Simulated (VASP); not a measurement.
# MgO in VASP: single point with LDA

Aim: the single point of MgO with LDA.

Everything below comes from runs of VASP 6.6.1. Logs are shortened: lines on timing, memory, paths and dates and some standing lists are left out, and cuts for length are marked.

## (1) The cell of the first run

The cell holds a slab with vacuum, 24 atoms: a = 6.101 Å, b = 6.101 Å, c = 19.227 Å, α = 90.00°, β = 90.00°, γ = 60.00°.

## (2) Single point, LDA

The input, INCAR:

```
PREC     = Accurate       # precision mode
ENCUT    = 520            # plane-wave cutoff, eV
EDIFF    = 1E-6           # SCF threshold, eV
ISMEAR   = -1             # smearing method
SIGMA    = 0.02           # smearing width, eV
LREAL    = Auto         
LASPH    = T              # aspherical terms in the spheres
NELM     = 80             # most SCF steps
ALGO     = Normal         # electronic algorithm
ISIF     = 2              # what is computed and relaxed
LWAVE    = F              # write WAVECAR
LCHARG   = F              # write CHGCAR
GGA      = CA             # functional
NBANDS   = 66             # bands
```

The input, KPOINTS:

```
regular mesh
0
Gamma
  2 2 1
```

The input, POSCAR:

```
MgO
1.0
    6.1010590000      0.0000000000      0.0000000000
    3.0505290000      5.2836720000      0.0000000000
    0.0000000000      0.0000000000     19.2268670000
Mg O
12 12
Direct
    0.0000000000      0.0000000000      0.0520105538
    0.0000092254      0.4999931866      0.0520105538
    0.4999951648      0.0000000000      0.0520105538
    0.5000043902      0.4999931866      0.0520105538
    0.6610105009      0.6686826889      0.1818549013
    0.6728904649      0.1524507956      0.1871339725
    0.1566335016      0.6802655426      0.1888087123
    0.1550262605      0.1681595678      0.1908111186
    0.3091458821      0.3332152336      0.3138732899
    0.3413955203      0.8482547743      0.3116368361
    0.8243619554      0.3220487570      0.3173579970
    0.8327595514      0.8181809923      0.3111063285
    0.3333305588      0.8333409038      0.1167844974
    0.3333307966      0.3333287910      0.1167844974
    0.8333257236      0.8333409038      0.1167844974
    0.8333423519      0.3333287910      0.1167844974
    1.0083904611      0.4960943828      0.2295745844
    1.0138176842      0.0085357305      0.2314001548
    0.5103659291      0.4944478007      0.2333193442
    0.4920140957      0.0139297065      0.2388792724
    0.6750183194      0.1416060649      0.3451472359
    0.6647325504      0.6547151299      0.3452304528
    0.1467451757      0.1597752472      0.3532608823
    0.1579583611      0.6894826174      0.3528812052
```

Potentials or basis: VASP PAW LDA potentials, release 64 (Mg, O).

Run with:

```bash
$ cat potpaw_LDA.64/Mg/POTCAR potpaw_LDA.64/O/POTCAR > POTCAR
$ mpirun -np 1 vasp_std > vasp.out
```

OUTCAR:

```text
PREC = Accurate
   ENCUT = 520
   EDIFF = 1E-6
   ISMEAR = -1
   LREAL = Auto
   LASPH = T
   NELM = 80
   ISIF = 2
   GGA = CA

 ion  position               nearest neighbor table
   1  0.000  0.000  0.052-  16 2.16  13 2.16  15 2.16   4 3.05   3 3.05   2 3.05   2 3.05   3 3.05
                             4 3.05   6 3.12   7 3.13   8 3.17
   2  0.000  0.500  0.052-  14 2.16  16 2.16  15 2.16   3 3.05   4 3.05   1 3.05   1 3.05   4 3.05
                             3 3.05   5 3.07   7 3.18   8 3.19
   3  0.500  0.000  0.052-  13 2.16  14 2.16  15 2.16   5 3.05   2 3.05   1 3.05   4 3.05   4 3.05
                             1 3.05   2 3.05   6 3.12   8 3.23
   4  0.500  0.500  0.052-  16 2.16  14 2.16  13 2.16   5 3.04   1 3.05   2 3.05   3 3.05   3 3.05
                             2 3.05   1 3.05   6 3.18   7 3.20
   5  0.661  0.669  0.182-  19 1.98  17 2.05  20 2.13  13 2.14  16 2.17  15 2.18   6 2.99  12 3.01
                            10 3.02   8 3.04   4 3.04   7 3.05   3 3.05   7 3.06   8 3.07   2 3.07
   6  0.673  0.152  0.187-  20 1.96  18 2.00  19 2.01  15 2.16  14 2.25  16 2.26   7 2.92  12 2.97
                             5 2.99   8 2.99  11 3.02   9 3.10   8 3.11   5 3.12   3 3.12   1 3.12
   7  0.157  0.680  0.189-  18 1.92  17 1.93  19 2.06  15 2.20  13 2.23  14 2.30  12 2.91   6 2.92
                             8 2.97  10 3.01   9 3.03   5 3.05   5 3.06   1 3.13   8 3.13   2 3.18
   8  0.155  0.168  0.191-  18 1.77  17 1.89  20 2.01  16 2.22  13 2.27  14 2.31  10 2.88   9 2.91
                             7 2.97   6 2.99  11 3.00   5 3.04   5 3.07   6 3.11   7 3.13   1 3.17
   9  0.309  0.333  0.314-  23 1.93  21 2.03  24 2.03  20 2.22  17 2.27  19 2.47  10 2.87   8 2.91
                            12 2.93  11 2.99   7 3.03   6 3.10  11 3.11  12 3.17  10 3.25
  10  0.341  0.848  0.312-  22 1.84  23 1.85  24 1.98  20 2.18  18 2.32  19 2.40   9 2.87   8 2.88
                            12 2.91   7 3.01   5 3.02  11 3.03  11 3.09  12 3.20   9 3.25
  11  0.824  0.322  0.317-  21 1.83  23 1.84  22 1.84  19 2.32  18 2.35  17 2.54   9 2.99   8 3.00
                             6 3.02  10 3.03  12 3.05  12 3.06  10 3.09   9 3.11   5 3.19
  12  0.833  0.818  0.311-  21 1.83  22 1.87  24 1.91  20 2.28  17 2.32  18 2.49  10 2.91   7 2.91
                             9 2.93   6 2.97   5 3.01  11 3.05  11 3.06   9 3.17  10 3.20
  13  0.333  0.833  0.117-   5 2.14   3 2.16   1 2.16   4 2.16   7 2.23   8 2.27
  14  0.333  0.333  0.117-   2 2.16   3 2.16   4 2.16   6 2.25   7 2.30   8 2.31
  15  0.833  0.833  0.117-   3 2.16   1 2.16   2 2.16   6 2.16   5 2.18   7 2.20
  16  0.833  0.333  0.117-   1 2.16   2 2.16   4 2.16   5 2.17   8 2.22   6 2.26
  17  0.008  0.496  0.230-   8 1.89   7 1.93   5 2.05   9 2.27  12 2.32  11 2.54
  18  0.014  0.009  0.231-   8 1.77   7 1.92   6 2.00  10 2.32  11 2.35  12 2.49
  19  0.510  0.494  0.233-   5 1.98   6 2.01   7 2.06  11 2.32  10 2.40   9 2.47
  20  0.492  0.014  0.239-   6 1.96   8 2.01   5 2.13  10 2.18   9 2.22  12 2.28
  21  0.675  0.142  0.345-  11 1.83  12 1.83   9 2.03
  22  0.665  0.655  0.345-  10 1.84  11 1.84  12 1.87
  23  0.147  0.160  0.353-  11 1.84  10 1.85   9 1.93
  24  0.158  0.689  0.353-  12 1.91  10 1.98   9 2.03

  LATTYP: Found a hexagonal cell.
 ALAT       =     6.1010586773
 C/A-ratio  =     3.1513984731

  Lattice vectors:

 A1 = (  -3.0505290000,  -5.2836720000,   0.0000000000)
 A2 = (   6.1010590000,   0.0000000000,   0.0000000000)
 A3 = (   0.0000000000,   0.0000000000,  19.2268670000)

Analysis of symmetry for initial positions (statically):
=====================================================================
 Subroutine PRICEL returns:
 Original cell was already a primitive cell.

 Routine SETGRP: Setting up the symmetry group for a
 hexagonal supercell.

 Subroutine GETGRP returns: Found  1 space group operations
 (whereof  1 operations were pure point group operations)
 out of a pool of 24 trial point group operations.

The static configuration has the point symmetry C_1 .

Analysis of symmetry for dynamics (positions and initial velocities):
=====================================================================
 Subroutine PRICEL returns:
 Original cell was already a primitive cell.

 Routine SETGRP: Setting up the symmetry group for a
 hexagonal supercell.

 Subroutine GETGRP returns: Found  1 space group operations
 (whereof  1 operations were pure point group operations)
 out of a pool of 24 trial point group operations.

The dynamic configuration has the point symmetry C_1 .

 Subroutine INISYM returns: Found  1 space group operations
 (whereof  1 operations are pure point group operations),
 and found     1 'primitive' translations

----------------------------------------------------------------------------------------

                                     Primitive cell

  volume of cell :     619.7972

  direct lattice vectors                    reciprocal lattice vectors
     6.101059000  0.000000000  0.000000000     0.163905971 -0.094631143  0.000000000
     3.050529000  5.283672000  0.000000000     0.000000000  0.189262316  0.000000000
     0.000000000  0.000000000 19.226867000     0.000000000  0.000000000  0.052010554

  length of vectors
     6.101059000  6.101058677 19.226867000     0.189262306  0.189262316  0.052010554

  position of ions in fractional coordinates (direct lattice)
     0.000000000  0.000000000  0.052010554
     0.000009225  0.499993187  0.052010554
     0.499995165  0.000000000  0.052010554
     0.500004390  0.499993187  0.052010554
     0.661010501  0.668682689  0.181854901
     0.672890465  0.152450796  0.187133972
[... 16 lines left out ...]
     0.146745176  0.159775247  0.353260882
     0.157958361  0.689482617  0.352881205

  ion indices of the primitive-cell ions
   primitive index   ion index
                 1           1
                 2           2
                 3           3
                 4           4
                 5           5
                 6           6
[... 16 lines left out ...]
                23          23
                24          24

----------------------------------------------------------------------------------------

 KPOINTS: regular mesh

Automatic generation of k-mesh.
 Grid dimensions read from file:
 generate k-points for:    2    2    1

 Generating k-lattice:

  Cartesian coordinates                     Fractional coordinates (reciprocal lattice)
     0.081952986 -0.047315571  0.000000000     0.500000000  0.000000000  0.000000000
     0.000000000  0.094631158  0.000000000     0.000000000  0.500000000  0.000000000
     0.000000000  0.000000000  0.052010554     0.000000000  0.000000000  1.000000000

  Length of vectors
     0.094631153  0.094631158  0.052010554

  Shift w.r.t. Gamma in fractional coordinates (k-lattice)
     0.000000000  0.000000000  0.000000000

 Subroutine IBZKPT returns following result:
 ===========================================

 Found      4 irreducible k-points:

 Following reciprocal coordinates:
            Coordinates               Weight
  0.000000  0.000000  0.000000      1.000000
  0.500000  0.000000  0.000000      1.000000
  0.500000  0.500000  0.000000      1.000000
  0.000000  0.500000  0.000000      1.000000
   k-points           NKPTS =      4   k-points in BZ     NKDIM =      4   number of bands    NBANDS=     66
   number of dos      NEDOS =    301   number of ions     NIONS =     24
   total plane-waves  NPLWV = 331776
   dimension x,y,z NGX =    48 NGY =   48 NGZ =  144
   dimension x,y,z NGXF=    96 NGYF=   96 NGZF=  288
   ions per type =              12  12
   NGX,Y,Z   is equivalent  to a cutoff of  13.08, 13.08, 12.45 a.u.
   NGXF,Y,Z  is equivalent  to a cutoff of  26.16, 26.16, 24.90 a.u.
 SYSTEM =  unknown system
   PREC   = accura    normal or accurate (medium, high low for compatibility)
   ISTART =      0    job   : 0-new  1-cont  2-samecut
   ICHARG =      2    charge: 1-file 2-atom 10-const
   ISPIN  =      1    spin polarized calculation?
   LNONCOLLINEAR =      F non collinear calculations
   LSORBIT =      F    spin-orbit coupling
   LASPH  =      T    aspherical Exc in radial PAW
   ENCUT  =  520.0 eV  38.22 Ry    6.18 a.u.  11.34 11.34 35.75*2*pi/ulx,y,z
   NELM   =     80;   NELMIN=  2; NELMDL= -5     # of ELM steps
   EDIFF  = 0.1E-05   stopping-criterion for ELM
   LREAL  =      T    real-space projection
   EDIFFG = 0.1E-04   stopping-criterion for IOM
   NSW    =      0    number of steps for IOM
   IBRION =     -1    ionic relax: 0-MD 1-quasi-New 2-CG
   NFREE  =      0    steps in history (QN), initial steepest desc. (CG)
   ISIF   =      2    stress and relaxation
   ISYM   =      2    0-nonsym 1-usesym 2-fastsym
   POTIM  = 0.5000    time-step for ionic-motion
   TEBEG  =    0.0;   TEEND  =   0.0 temperature during run
   PSTRESS=    0.0 pullay stress
   NELECT =      96.0000    total number of electrons
   NUPDOWN=      -1.0000    fix difference up-down
   EMIN   =  10.00;   EMAX   =-10.00  energy-range for DOS
   EFERMI =   0.00;   METHOD = LEGACY
   ISMEAR =    -1;   SIGMA  =   0.02  broadening in eV -4-tet -1-fermi 0-gaus
   EFERMI_NEDOS =   21; number of points for ismear=-14 and -15
   IALGO  =     38    algorithm
   IMIX   =      4    mixing-type and parameters
     AMIX     =   0.40;   BMIX     =  1.00
     AMIX_MAG =   1.60;   BMIX_MAG =  1.00
  volume/ion in A,a.u.               =      25.82       174.27
  Fermi-wavevector in a.u.,A,eV,Ry     =   0.879189  1.661426 10.516930  0.772973
  Thomas-Fermi vector in A             =   1.999378
   LORBIT       =      0    0 simple, 1 ext, 2 COOP (PROOUT), +10 PAW based schemes
   GGA     = CA    functional components
   LHFCALC =     F    Hartree Fock is set to
   AEXX    =    0.0000 exact exchange contribution
   IVDW    =     0    specifies the selected vdW correction
   LEPSILON=     F    determine dielectric tensor
   LRPA    =     F    only Hartree local field effects (RPA)
 non-spin polarized calculation
  energy-cutoff  :      520.00
  volume of cell :      619.80
 maximum number of plane-waves:     16739
 NGX is ok and might be reduce to    48
   NGX = 23   NGY = 23   NGZ = 71

 number of electron      96.0000019 magnetization

 Free energy of the ion-electron system (eV)
  ---------------------------------------------------
  ext. energy  EPLUGINS =         0.00000000
  ---------------------------------------------------
  free energy    TOTEN  =      -137.63055136 eV

  energy without entropy =     -137.57102942  energy(sigma->0) =     -137.60079039

 E-fermi :  -2.7231     XC(G=0):  -5.3055

 val. band max:       -2.7319299617   @ k =   0.5000   0.5000   0.0000
 cond. band min:      -2.7076143923   @ k =   0.5000   0.5000   0.0000
 fundamental gap:      0.0243155694
 Fermi energy:        -2.7231220517

 k-point     1 :       0.0000    0.0000    0.0000
  band No.  band energies     occupation
      1     -20.5722      2.00000
      2     -19.7983      2.00000
      3     -19.7016      2.00000
      4     -19.5513      2.00000
      5     -19.4166      2.00000
      6     -18.8235      2.00000
[... 241 lines left out ...]
     59       4.2228      0.00000
     60       4.3864      0.00000
 [bands above 60 left out]

------------------------ aborting loop because EDIFF is reached ----------------------------------------

  FORCE on cell =-STRESS in cart. coord.  units (eV):
  Direction    XX          YY          ZZ          XY          YZ          ZX
  --------------------------------------------------------------------------------------
  -------------------------------------------------------------------------------------
  Total        1.7944250      2.6633477     -9.5565728      2.4583732     -0.4463473     -2.3108834
  in kB        4.6385933      6.8847608    -24.7037655      6.3549011     -1.1538088     -5.9736395
  external PRESSURE =      -4.3934705 kB  Pullay stress =       0.0000000 kB

 VOLUME and BASIS-vectors are now :
 -----------------------------------------------------------------------------
  energy-cutoff  :      520.00
  volume of cell :      619.80
      direct lattice vectors                 reciprocal lattice vectors
     6.101059000  0.000000000  0.000000000     0.163905971 -0.094631143  0.000000000
     3.050529000  5.283672000  0.000000000     0.000000000  0.189262316  0.000000000
     0.000000000  0.000000000 19.226867000     0.000000000  0.000000000  0.052010554

 POSITION                                       TOTAL-FORCE (eV/Angst)
 -----------------------------------------------------------------------------------
      0.00000      0.00000      1.00000         0.012682      0.013714      2.119178
      1.52530      2.64180      1.00000         0.076913     -0.036859      2.197180
      3.05050      0.00000      1.00000        -0.018536      0.086936      2.077073
      4.57580      2.64180      1.00000        -0.075928     -0.058582      2.180368
      6.07270      3.53310      3.49650         0.263168     -0.174385      0.464052
      4.57040      0.80550      3.59800         0.065992      0.866394     -0.169003
[... 16 lines left out ...]
      1.38270      0.84420      6.79210         0.957341      0.636367      0.355129
      3.06700      3.64300      6.78480         0.211459     -0.864440     -0.669690
 -----------------------------------------------------------------------------------
    total drift:                                0.004716     -0.003013     -0.022653

  FREE ENERGIE OF THE ION-ELECTRON SYSTEM (eV)
  ---------------------------------------------------
  free  energy   TOTEN  =      -137.6305513627 eV

  energy  without entropy=     -137.5710294165  energy(sigma->0) =     -137.60079039
```

Wall time 8.6 min (1 thread of Intel Xeon 6975P-C (Granite Rapids), shared host); peak memory 0.57 GiB.

What came out:

```
Free energy            : -137.6306 eV
Largest force          : 2.983 eV/Å
Band gap on the k mesh : zero (bands 48 and 49 overlap by 0.06 eV)
```

Forces on the atoms (eV/Å):
```
Mg   0.013  0.014  2.119
Mg   0.077 -0.037  2.197
Mg  -0.019  0.087  2.077
Mg  -0.076 -0.059  2.180
Mg   0.263 -0.174  0.464
Mg   0.066  0.866 -0.169
Mg   0.730 -0.887 -0.730
Mg   2.030  0.802 -2.033
Mg   0.993  0.246  0.462
Mg  -1.128 -0.711 -0.193
Mg  -0.084  0.221 -0.790
Mg   0.169 -0.478 -0.221
O    0.125 -0.033 -2.088
O    0.130 -0.101 -2.364
O   -0.139  0.147 -1.829
O   -0.126  0.028 -2.385
O   -0.278  1.101  1.378
O   -2.275 -1.137  1.500
O   -0.388  0.262  0.303
O   -0.101 -0.788 -0.275
O   -1.552  0.832  0.325
O    0.401  0.027  0.388
O    0.957  0.636  0.355
O    0.211 -0.864 -0.670
```

Levels at points of the mesh, in eV from the Fermi level:
```csv
k point,band 45,band 46,band 47,band 48,band 49,band 50,band 51,band 52
"(0.00, 0.00, 0.00)",-0.18,-0.12,-0.11,0.04,0.05,2.22,2.23,2.25
"(0.50, 0.00, 0.00)",-0.19,-0.06,-0.05,-0.04,-0.02,0.06,1.64,1.64
"(0.50, 0.50, 0.00)",-0.21,-0.07,-0.03,-0.01,0.02,0.04,1.64,1.64
"(0.00, 0.50, 0.00)",-0.21,-0.09,-0.06,-0.04,-0.02,0.07,1.64,1.64
```

Caveat: the k points lie up to 0.59 Å⁻¹ apart.
